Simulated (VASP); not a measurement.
# CdTe (rocksalt type) (Fm-3m) in VASP: notebook

Runs on CdTe (rocksalt type). Level: r2SCAN. Tasks: single point.

All numbers are computed with VASP 6.6.1; they aren't measurements. Logs are shortened: lines on timing, memory, paths and dates and some standing lists are left out, and cuts for length are marked.

**1. The cell of the first run**

The structure is cubic, space group Fm-3m (No. 225). The conventional cell has a = 5.980 Å, b = 5.980 Å, c = 5.980 Å, α = 90.00°, β = 90.00°, γ = 90.00°. Within 3.9 Å of Cd (site symmetry m-3m) lie 6 Te at 2.99 Å. Te (site symmetry m-3m) has 6 Cd at 2.99 Å within 3.9 Å.

**2. Single point, r2SCAN (volume scaled by 0.95)**

Input file POSCAR:

```
CdTe
1.0
    0.0000000000      2.9900241571      2.9900241571
    2.9900241571      0.0000000000      2.9900241571
    2.9900241571      2.9900241571      0.0000000000
Cd Te
1 1
Direct
    0.0000000000      0.0000000000      0.0000000000
    0.5000000000      0.5000000000      0.5000000000
```

Input file INCAR.step1:

```
ALGO = Normal
EDIFF = 1E-4
ENCUT = 520
GGA = PE
ISMEAR = -1
LASPH = T
LCHARG = F
LREAL = F
LWAVE = T
NBANDS = 16
NELM = 80
PREC = Accurate
SIGMA = 0.08
```

Input file INCAR.step2:

```
ALGO = Normal
EDIFF = 1E-6
ENCUT = 520
ISIF = 2
ISMEAR = -1
ISTART = 1
LASPH = T
LCHARG = F
LMIXTAU = T
LREAL = F
LWAVE = F
METAGGA = R2SCAN
NBANDS = 16
NELM = 80
PREC = Accurate
SIGMA = 0.08
```

Input file KPOINTS:

```
k-points
0
Gamma
  13 13 13
```

Potentials or basis: VASP PAW PBE potentials, release 64 (Cd, Te).

The run is started by

```
$ cat potpaw_PBE.64/Cd/POTCAR potpaw_PBE.64/Te/POTCAR > POTCAR
$ cp INCAR.step1 INCAR
$ mpirun -np 1 vasp_std > vasp.out
$ cp INCAR.step2 INCAR
$ mpirun -np 1 vasp_std > vasp.out
```

OUTCAR:

```text
EDIFF = 1E-6
   ENCUT = 520
   ISIF = 2
   ISMEAR = -1
   ISTART = 1
   LASPH = T
   LREAL = F
   METAGGA = R2SCAN
   NELM = 80
   PREC = Accurate

 ion  position               nearest neighbor table
   1  0.000  0.000  0.000-   2 2.99   2 2.99   2 2.99   2 2.99   2 2.99   2 2.99
   2  0.500  0.500  0.500-   1 2.99   1 2.99   1 2.99   1 2.99   1 2.99   1 2.99

  LATTYP: Found a face centered cubic cell.
 ALAT       =     5.9800483142

  Lattice vectors:

 A1 = (   0.0000000000,   2.9900241571,   2.9900241571)
 A2 = (   2.9900241571,   0.0000000000,   2.9900241571)
 A3 = (   2.9900241571,   2.9900241571,   0.0000000000)

Analysis of symmetry for initial positions (statically):
=====================================================================
 Subroutine PRICEL returns:
 Original cell was already a primitive cell.

 Routine SETGRP: Setting up the symmetry group for a
 face centered cubic supercell.

 Subroutine GETGRP returns: Found 48 space group operations
 (whereof 48 operations were pure point group operations)
 out of a pool of 48 trial point group operations.

The static configuration has the point symmetry O_h .

Analysis of symmetry for dynamics (positions and initial velocities):
=====================================================================
 Subroutine PRICEL returns:
 Original cell was already a primitive cell.

 Routine SETGRP: Setting up the symmetry group for a
 face centered cubic supercell.

 Subroutine GETGRP returns: Found 48 space group operations
 (whereof 48 operations were pure point group operations)
 out of a pool of 48 trial point group operations.

The dynamic configuration has the point symmetry O_h .

 Subroutine INISYM returns: Found 48 space group operations
 (whereof 48 operations are pure point group operations),
 and found     1 'primitive' translations

----------------------------------------------------------------------------------------

                                     Primitive cell

  volume of cell :      53.4631

  direct lattice vectors                    reciprocal lattice vectors
     0.000000000  2.990024157  2.990024157    -0.167222729  0.167222729  0.167222729
     2.990024157  0.000000000  2.990024157     0.167222729 -0.167222729  0.167222729
     2.990024157  2.990024157  0.000000000     0.167222729  0.167222729 -0.167222729

  length of vectors
     4.228532715  4.228532715  4.228532715     0.289638263  0.289638263  0.289638263

  position of ions in fractional coordinates (direct lattice)
     0.000000000  0.000000000  0.000000000
     0.500000000  0.500000000  0.500000000

  ion indices of the primitive-cell ions
   primitive index   ion index
                 1           1
                 2           2

----------------------------------------------------------------------------------------

 KPOINTS: k-points

Automatic generation of k-mesh.
 Grid dimensions read from file:
 generate k-points for:   13   13   13

 Generating k-lattice:

  Cartesian coordinates                     Fractional coordinates (reciprocal lattice)
    -0.012863287  0.012863287  0.012863287     0.076923077  0.000000000  0.000000000
     0.012863287 -0.012863287  0.012863287     0.000000000  0.076923077  0.000000000
     0.012863287  0.012863287 -0.012863287     0.000000000  0.000000000  0.076923077

  Length of vectors
     0.022279866  0.022279866  0.022279866

  Shift w.r.t. Gamma in fractional coordinates (k-lattice)
     0.000000000  0.000000000  0.000000000

 Subroutine IBZKPT returns following result:
 ===========================================

 Found     84 irreducible k-points:

 Following reciprocal coordinates:
            Coordinates               Weight
  0.000000  0.000000  0.000000      1.000000
  0.076923  0.000000  0.000000      8.000000
  0.153846  0.000000  0.000000      8.000000
  0.230769  0.000000  0.000000      8.000000
  0.307692  0.000000  0.000000      8.000000
  0.384615  0.000000  0.000000      8.000000
[... 16 lines left out ...]
  0.384615  0.153846  0.000000     24.000000
  0.461538  0.153846  0.000000     24.000000
 [... further k-points ...]
   k-points           NKPTS =     84   k-points in BZ     NKDIM =     84   number of bands    NBANDS=     16
   number of dos      NEDOS =    301   number of ions     NIONS =      2
   total plane-waves  NPLWV =  32768
   dimension x,y,z NGX =    32 NGY =   32 NGZ =   32
   dimension x,y,z NGXF=    64 NGYF=   64 NGZF=   64
   ions per type =               1   1
   NGX,Y,Z   is equivalent  to a cutoff of  12.58, 12.58, 12.58 a.u.
   NGXF,Y,Z  is equivalent  to a cutoff of  25.16, 25.16, 25.16 a.u.
 SYSTEM =  unknown system
   PREC   = accura    normal or accurate (medium, high low for compatibility)
   ISTART =      1    job   : 0-new  1-cont  2-samecut
   ICHARG =      0    charge: 1-file 2-atom 10-const
   ISPIN  =      1    spin polarized calculation?
   LNONCOLLINEAR =      F non collinear calculations
   LSORBIT =      F    spin-orbit coupling
   LASPH  =      T    aspherical Exc in radial PAW
   ENCUT  =  520.0 eV  38.22 Ry    6.18 a.u.   7.86  7.86  7.86*2*pi/ulx,y,z
   NELM   =     80;   NELMIN=  2; NELMDL=  0     # of ELM steps
   EDIFF  = 0.1E-05   stopping-criterion for ELM
   LREAL  =      F    real-space projection
[... 7 lines left out ...]
   TEBEG  =    0.0;   TEEND  =   0.0 temperature during run
   PSTRESS=    0.0 pullay stress
   NELECT =      18.0000    total number of electrons
   NUPDOWN=      -1.0000    fix difference up-down
   EMIN   =  10.00;   EMAX   =-10.00  energy-range for DOS
   EFERMI =   0.00;   METHOD = LEGACY
   ISMEAR =    -1;   SIGMA  =   0.08  broadening in eV -4-tet -1-fermi 0-gaus
   EFERMI_NEDOS =   21; number of points for ismear=-14 and -15
   IALGO  =     38    algorithm
   IMIX   =      4    mixing-type and parameters
     AMIX     =   0.40;   BMIX     =  1.00
     AMIX_MAG =   1.60;   BMIX_MAG =  1.00
  volume/ion in A,a.u.               =      26.73       180.39
  Fermi-wavevector in a.u.,A,eV,Ry     =   1.138888  2.152186 17.647649  1.297066
  Thomas-Fermi vector in A             =   2.275592
   LORBIT       =      0    0 simple, 1 ext, 2 COOP (PROOUT), +10 PAW based schemes
   METAGGA = R2SCAN    functional components
   LHFCALC =     F    Hartree Fock is set to
   AEXX    =    0.0000 exact exchange contribution
   IVDW    =     0    specifies the selected vdW correction
   LEPSILON=     F    determine dielectric tensor
   LRPA    =     F    only Hartree local field effects (RPA)
 non-spin polarized calculation
  energy-cutoff  :      520.00
  volume of cell :       53.46
 maximum number of plane-waves:      1459
   NGX = 15   NGY = 15   NGZ = 15

 number of electron      17.9999993 magnetization

 Free energy of the ion-electron system (eV)
  ---------------------------------------------------
  ext. energy  EPLUGINS =         0.00000000
  ---------------------------------------------------
  free energy    TOTEN  =       -46.28206575 eV

  energy without entropy =      -46.26910718  energy(sigma->0) =      -46.27558646

 E-fermi :   4.4350     XC(G=0): -10.5186

 val. band max:        4.4266131534   @ k =  -0.1538   0.1538   0.0000
 cond. band min:       4.4771659547   @ k =  -0.2308   0.1538   0.0000
 fundamental gap:      0.0505528013
 Fermi energy:         4.4350414769

 k-point     1 :       0.0000    0.0000    0.0000
  band No.  band energies     occupation
      1      -7.9655      2.00000
      2      -4.3848      2.00000
      3      -4.3848      2.00000
      4      -4.3349      2.00000
      5      -4.3349      2.00000
      6      -4.3349      2.00000
[... 8 lines left out ...]
     15      12.9629      0.00000
     16      12.9629      0.00000

 k-point     2 :       0.0769    0.0000    0.0000
  band No.  band energies     occupation
      1      -7.9103      2.00000
      2      -4.3947      2.00000
      3      -4.3947      2.00000
      4      -4.3374      2.00000
      5      -4.3307      2.00000
      6      -4.3307      2.00000
[... 8 lines left out ...]
     15      12.5975      0.00000
     16      12.8703      0.00000

 k-point     3 :       0.1538    0.0000    0.0000
  band No.  band energies     occupation
      1      -7.7494      2.00000
      2      -4.4245      2.00000
      3      -4.4244      2.00000
      4      -4.3453      2.00000
      5      -4.3165      2.00000
      6      -4.3165      2.00000
[... 8 lines left out ...]
     15      12.7104      0.00000
     16      12.7105      0.00000

 k-point     4 :       0.2308    0.0000    0.0000
  band No.  band energies     occupation
      1      -7.4989      2.00000
      2      -4.4677      2.00000
      3      -4.4677      2.00000
      4      -4.3597      2.00000
      5      -4.2945      2.00000
      6      -4.2945      2.00000
[... 8 lines left out ...]
     15      13.2734      0.00000
     16      13.2734      0.00000

 k-point     5 :       0.3077    0.0000    0.0000
  band No.  band energies     occupation
      1      -7.1920      2.00000
      2      -4.5136      2.00000
      3      -4.5135      2.00000
      4      -4.3822      2.00000
      5      -4.2703      2.00000
      6      -4.2703      2.00000
[... 8 lines left out ...]
     15      14.0735      0.00000
     16      14.0735      0.00000

 k-point     6 :       0.3846    0.0000    0.0000
  band No.  band energies     occupation
      1      -6.8904      2.00000
      2      -4.5512      2.00000
      3      -4.5512      2.00000
      4      -4.4123      2.00000
      5      -4.2500      2.00000
      6      -4.2500      2.00000
[... 8 lines left out ...]
     15      15.0468      0.00000
     16      15.0468      0.00000

 k-point     7 :       0.4615    0.0000    0.0000
  band No.  band energies     occupation
      1      -6.6918      2.00000
      2      -4.5723      2.00000
      3      -4.5722      2.00000
      4      -4.4384      2.00000
      5      -4.2384      2.00000
      6      -4.2384      2.00000
[... 8 lines left out ...]
     15      16.0236      0.00000
     16      16.0236      0.00000

 k-point     8 :       0.0769    0.0769    0.0000
  band No.  band energies     occupation
      1      -7.8929      2.00000
      2      -4.4113      2.00000
      3      -4.3814      2.00000
      4      -4.3393      2.00000
      5      -4.3293      2.00000
      6      -4.3293      2.00000
[... 8 lines left out ...]
     15      13.4181      0.00000
     16      13.4181      0.00000

 k-point     9 :       0.1538    0.0769    0.0000
  band No.  band energies     occupation
      1      -7.7702      2.00000
      2      -4.4411      2.00000
      3      -4.3915      2.00000
      4      -4.3450      2.00000
      5      -4.3203      2.00000
      6      -4.3168      2.00000
[... 8 lines left out ...]
     15      13.4400      0.00000
     16      13.4839      0.00000
[... 172 lines left out ...]
 k-point    19 :      -0.0769    0.0769    0.0000
  band No.  band energies     occupation
      1      -7.8208      2.00000
      2      -4.4229      2.00000
      3      -4.3981      2.00000
      4      -4.3413      2.00000
      5      -4.3258      2.00000
      6      -4.3202      2.00000
[... 8 lines left out ...]
     15      13.0830      0.00000
     16      13.2944      0.00000

 k-point    20 :       0.1538    0.1538    0.0000
  band No.  band energies     occupation
      1      -7.6934      2.00000
      2      -4.4614      2.00000
      3      -4.3720      2.00000
      4      -4.3514      2.00000
      5      -4.3124      2.00000
      6      -4.3124      2.00000
[... 8 lines left out ...]
     15      14.4367      0.00000
     16      14.4367      0.00000

 k-point    21 :       0.2308    0.1538    0.0000
  band No.  band energies     occupation
      1      -7.5289      2.00000
      2      -4.4752      2.00000
      3      -4.3829      2.00000
      4      -4.3590      2.00000
      5      -4.2983      2.00000
      6      -4.2923      2.00000
[... 8 lines left out ...]
     15      14.6106      0.00000
     16      14.6280      0.00000

 k-point    22 :       0.3077    0.1538    0.0000
  band No.  band energies     occupation
      1      -7.3002      2.00000
      2      -4.4736      2.00000
      3      -4.4173      2.00000
      4      -4.3666      2.00000
      5      -4.2775      2.00000
      6      -4.2653      2.00000
[... 8 lines left out ...]
     15      14.8506      0.00000
     16      15.0939      0.00000

 k-point    23 :       0.3846    0.1538    0.0000
  band No.  band energies     occupation
      1      -7.0484      2.00000
      2      -4.4616      2.00000
      3      -4.4512      2.00000
      4      -4.3758      2.00000
      5      -4.2492      2.00000
      6      -4.2430      2.00000
[... 8 lines left out ...]
     15      15.6024      0.00000
     16      15.9025      0.00000

 k-point    24 :       0.4615    0.1538    0.0000
  band No.  band energies     occupation
      1      -6.8340      2.00000
      2      -4.5050      2.00000
      3      -4.4153      2.00000
      4      -4.3893      2.00000
      5      -4.2309      2.00000
      6      -4.2154      2.00000
[... 8 lines left out ...]
     15      16.5774      0.00000
     16      16.6135      0.00000

 [... further k-points ...]

------------------------ aborting loop because EDIFF is reached ----------------------------------------

  FORCE on cell =-STRESS in cart. coord.  units (eV):
  Direction    XX          YY          ZZ          XY          YZ          ZX
  --------------------------------------------------------------------------------------
  -------------------------------------------------------------------------------------
  Total        1.1131478      1.1131478      1.1131478     -0.0000000     -0.0000000      0.0000000
  in kB       33.3587157     33.3587157     33.3587157     -0.0000000     -0.0000000      0.0000000
  external PRESSURE =      33.3587157 kB  Pullay stress =       0.0000000 kB

 VOLUME and BASIS-vectors are now :
 -----------------------------------------------------------------------------
  energy-cutoff  :      520.00
  volume of cell :       53.46
      direct lattice vectors                 reciprocal lattice vectors
     0.000000000  2.990024157  2.990024157    -0.167222729  0.167222729  0.167222729
     2.990024157  0.000000000  2.990024157     0.167222729 -0.167222729  0.167222729
     2.990024157  2.990024157  0.000000000     0.167222729  0.167222729 -0.167222729

 POSITION                                       TOTAL-FORCE (eV/Angst)
 -----------------------------------------------------------------------------------
      0.00000      0.00000      0.00000        -0.000000     -0.000000      0.000000
      2.99002      2.99002      2.99002         0.000000      0.000000      0.000000
 -----------------------------------------------------------------------------------
    total drift:                                0.000000     -0.000000     -0.000000

  FREE ENERGIE OF THE ION-ELECTRON SYSTEM (eV)
  ---------------------------------------------------
  free  energy   TOTEN  =       -46.2820657513 eV

  energy  without entropy=      -46.2691071777  energy(sigma->0) =      -46.27558646
```

Wall time 2.2 min (1 thread of AMD EPYC 9R45 (Zen 5), shared host); peak memory 0.2 GiB.

What came out:

```
Free energy            : -46.2821 eV
Pressure               : 3.3 GPa
Band gap on the k mesh : zero (band 9 reaches 4.48 eV, above the bottom of band 10 at 3.46 eV)
```

Caveat: the cell differs from its parent crystal (volume scaled by 0.95); the PAW data sets were made with another functional, which shifts forces and pressure a little; spin-orbit coupling is left out, which moves the levels of the heavy elements.

**3. Single point, r2SCAN**

This run uses another cell than the first one, of 28.14 Å³/atom, 1.053 times its volume.

Input file POSCAR:

```
CdTe
1.0
    0.0000000000      3.0415864306      3.0415864306
    3.0415864306      0.0000000000      3.0415864306
    3.0415864306      3.0415864306      0.0000000000
Cd Te
1 1
Direct
    0.0000000000      0.0000000000      0.0000000000
    0.5000000000      0.5000000000      0.5000000000
```

Input file INCAR.step1:

```
ALGO = Normal ; EDIFF = 1E-4
ENCUT = 520 ; GGA = PE
ISMEAR = -1 ; LASPH = True
LCHARG = False ; LREAL = False
LWAVE = True ; NBANDS = 16
NELM = 80 ; PREC = Accurate
SIGMA = 0.08
```

Input file INCAR.step2:

```
ALGO = Normal ; EDIFF = 1E-7
ENCUT = 520 ; ISIF = 2
ISMEAR = -1 ; ISTART = 1
LASPH = True ; LCHARG = True
LELF = True ; LMIXTAU = True
LREAL = False ; LVHAR = True
LWAVE = False ; METAGGA = R2SCAN
NBANDS = 16 ; NELM = 80
PREC = Accurate ; SIGMA = 0.08
```

KPOINTS is that of step 2.

Potentials or basis: VASP PAW PBE potentials, release 64 (Cd, Te).

The run is started by

```
$ cat potpaw_PBE.64/Cd/POTCAR potpaw_PBE.64/Te/POTCAR > POTCAR
$ cp INCAR.step1 INCAR
$ mpirun -np 1 vasp_std > vasp.out
$ cp INCAR.step2 INCAR
$ mpirun -np 1 vasp_std > vasp.out
```

It took 2.9 min on 1 thread of AMD EPYC 9R45 (Zen 5), shared host; peak memory 0.21 GiB.

The run converged. Its results:

- Free energy: -46.3120 eV
- Pressure: 0.2 GPa
- Band gap on the k mesh: zero (band 9 reaches 3.91 eV, above the bottom of band 10 at 2.95 eV)

Levels at points of the mesh, in eV from the Fermi level:
| k point | band 7 | band 8 | band 9 | band 10 | band 11 | band 12 |
| --- | --- | --- | --- | --- | --- | --- |
| (0.00, 0.00, 0.00) | -0.52 | -0.52 | -0.52 | 0.94 | 7.52 | 7.52 |

Caveat: the PAW data sets were made with another functional, which shifts forces and pressure a little; spin-orbit coupling is left out, which moves the levels of the heavy elements.
